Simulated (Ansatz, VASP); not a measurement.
## WC: VASP beside Ansatz

Contents of INCAR:

```
PREC = Accurate
ENCUT = 520
EDIFF = 1E-7
ISMEAR = -1
SIGMA = 0.05
LREAL = False
LASPH = True
NELM = 150
ALGO = Normal
ISIF = 2
LWAVE = False
LCHARG = True
LMAXMIX = 4
LDAU = True
LDAUTYPE = 2
LDAUL = 2 -1
LDAUU = 2 0
LDAUJ = 0 0
LDAUPRINT = 1
GGA = PS
LELF = True
LVHAR = True
NBANDS = 16
```

File KPOINTS:

```
regular mesh
0
Gamma
  10 10 9
```

POSCAR

```
WC
1.0
    2.9065000000      0.0000000000      0.0000000000
   -1.4532500000      2.5171028361      0.0000000000
    0.0000000000      0.0000000000      2.8366000000
W C
1 1
Direct
    0.0000000000      0.0000000000      0.0000000000
    0.6666666667      0.3333333333      0.5000000000
```

Contents of input.yaml:

```yaml
crystal:
  lattice:
    - [2.9065, 0.0, 0.0]
    - [-1.45325, 2.5171028361, 0.0]
    - [0.0, 0.0, 2.8366]
  atoms:
    - { symbol: W, position: [0.0, 0.0, 0.0] }
    - { symbol: C, position: [0.6666666667, 0.3333333333, 0.5] }
kpoints:
  mp_grid: { grid: [10, 10, 9] }
scf:
  occupations: { method: fermi_dirac, width: 0.05 }
hamiltonian:
  xc: pbesol
  pseudopotentials: { kind: all_electron, lapw: { basis_error: 0.001 } }
  hubbard:
    sites: [{ species: W, l: d, u_eff: 2 }]
    double_counting: fll
    projectors: ortho-atomic
output:
  forces: true
  stress: true
  eigenvalues: true
  dos: { projected: false, de: 0.2, e_range: [-10, 6] }
  hubbard: {}
```

Alike in both runs: functional PBEsol; k mesh 10 × 10 × 9; occupations fermi-dirac, width 0.05 eV; no spin polarisation; Hubbard terms W d U = 2.0 eV.

|  | VASP | Ansatz |
| --- | --- | --- |
| version | VASP 6.6.1 | Ansatz 0.2.0 |
| potentials or method | VASP PAW PBE potentials, release 64 (W_sv, C), cutoff 520 eV | all-electron LAPW, scalar-relativistic |
| task | single point | density of states |

```csv
,VASP,Ansatz,Ansatz less VASP
gap on the k mesh at the Fermi level (eV),none,none,-
pressure (GPa),2.0,-3.2,-5.20
"traceless stress, the component that is largest in VASP (GPa)",-0.30,-1.20,-0.896
```

VASP's potentials were made for PBE, not for PBEsol. The programs project onto different local orbitals, so the same U acts differently, and such runs can settle in different states. A gap of «none» marks a metal or a gap that the smearing closes. Ansatz ran all-electron here, and VASP with PAW potentials.

Neither program's run includes spin-orbit coupling. Noted on Ansatz's run: U is the effective U less J, on atomic orbitals that reach past the spheres.
